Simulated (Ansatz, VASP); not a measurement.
**Two plane-wave programs on Si**

Contents of INCAR:

```
SYSTEM = Si
PREC     = Accurate       ! precision mode
ENCUT    = 520            ! plane-wave cutoff, eV
EDIFF    = 1E-6           ! SCF threshold, eV
ISMEAR   = 0              ! smearing method
SIGMA    = 0.05           ! smearing width, eV
LREAL    = .FALSE.        ! projectors in reciprocal space
LASPH    = .TRUE.         ! aspherical terms in the spheres
NELM     = 100            ! most SCF steps
ALGO     = Normal         ! electronic algorithm
ISIF     = 2              ! what is computed and relaxed
LWAVE    = .FALSE.        ! write WAVECAR
LCHARG   = .TRUE.         ! write CHGCAR
GGA      = PS             ! functional
LELF     = .TRUE.         ! ELF
LVHAR    = .TRUE.       
NBANDS   = 33             ! bands
```

KPOINTS

```
Automatic mesh
0
G
  9 9 1
  0 0 0
```

Contents of POSCAR:

```
Si
1.0
    3.8417168278      0.0000000000      0.0000000000
    0.0000000000      3.8417168278      0.0000000000
    0.0000000000      0.0000000000     21.5825201018
Si
11
Direct
    0.0000000000      0.5000000000      0.1853351685
    0.0000000000      0.0000000000      0.2482681348
    0.5000000000      0.0000000000      0.3112011011
    0.5000000000      0.5000000000      0.3741340674
    0.0000000000      0.5000000000      0.4370670337
    0.0000000000      0.0000000000      0.5000000000
    0.5000000000      0.0000000000      0.5629329663
    0.5000000000      0.5000000000      0.6258659326
    0.0000000000      0.5000000000      0.6887988989
    0.0000000000      0.0000000000      0.7517318652
    0.5000000000      0.0000000000      0.8146648315
```

Input for Ansatz:

```yaml
crystal:
  lattice:
    - [3.8417168278, 0.0, 0.0]
    - [0.0, 3.8417168278, 0.0]
    - [0.0, 0.0, 21.5825201018]
  atoms:
    - { symbol: Si, position: [0.0, 0.5, 0.1853351685] }
    - { symbol: Si, position: [0.0, 0.0, 0.2482681348] }
    - { symbol: Si, position: [0.5, 0.0, 0.3112011011] }
    - { symbol: Si, position: [0.5, 0.5, 0.3741340674] }
    - { symbol: Si, position: [0.0, 0.5, 0.4370670337] }
    - { symbol: Si, position: [0.0, 0.0, 0.5] }
    - { symbol: Si, position: [0.5, 0.0, 0.5629329663] }
    - { symbol: Si, position: [0.5, 0.5, 0.6258659326] }
    - { symbol: Si, position: [0.0, 0.5, 0.6887988989] }
    - { symbol: Si, position: [0.0, 0.0, 0.7517318652] }
    - { symbol: Si, position: [0.5, 0.0, 0.8146648315] }
basis:
  ecutwfc: 420
kpoints:
  mp_grid: { grid: [9, 9, 1] }
hamiltonian:
  xc: pbesol
scf:
  occupations: { method: gaussian, width: 0.05 }
output:
  forces: true
  stress: true
  eigenvalues: true
```

Alike in both runs: task single point; functional PBEsol; k mesh 9 × 9 × 1; occupations gaussian, width 0.05 eV; no spin polarisation.

|  | VASP | Ansatz |
| --- | --- | --- |
| version | VASP 6.6.1 | Ansatz 0.2.0 |
| potentials or method | VASP PAW PBE potentials, release 64 (Si), cutoff 520 eV | scalar-relativistic, plane waves, PAW |
| valence electrons in the cell | 44 | 44 |

|  | VASP | Ansatz | Ansatz less VASP |
| --- | --- | --- | --- |
| gap on the k mesh at the Fermi level (eV) | none | none | - |
| rms of the force components (eV/Å) | 0.030 | 0.032 | +0.0019 |

VASP's potentials were made for PBE, not for PBEsol. Atom by atom the forces differ by 0.003 eV/Å (rms over components). A gap of «none» marks a metal or a gap that the smearing closes.
